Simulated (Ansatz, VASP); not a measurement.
One calculation of TlCl, two programs

```
Tl Cl
1.0
     3.83883    0.00000    0.00000
     0.00000    3.83883    0.00000
     0.00000    0.00000    3.83883
Tl Cl
1 1
Direct
  0.00000 0.00000 0.00000
  0.50000 0.50000 0.50000
```

Alike in both runs: task single point; functional PBE; k mesh 4 × 4 × 4; occupations tetrahedron; no spin polarisation.

|  | VASP | Ansatz |
| --- | --- | --- |
| version | VASP 6.6.1 | Ansatz 0.2.0 |
| potentials or method | VASP PAW PBE potentials, release 64 (Tl_d, Cl) | plane waves |
| plane-wave cutoff (eV) | 500 | 420 |
| valence electrons in the cell | 20 | 20 |

|  | VASP | Ansatz | Ansatz less VASP |
| --- | --- | --- | --- |
| gap on the k mesh at the Fermi level (eV) | 2.09 | 2.08 | -0.007 |
| pressure (GPa) | 1.2 | 1.3 | +0.07 |

With one functional, cell and mesh, what is left measures potentials, basis and numerics. Ansatz's warnings: band table not solved further, tetrahedron derivatives may miss energy slope.

Neither program's run includes spin-orbit coupling.
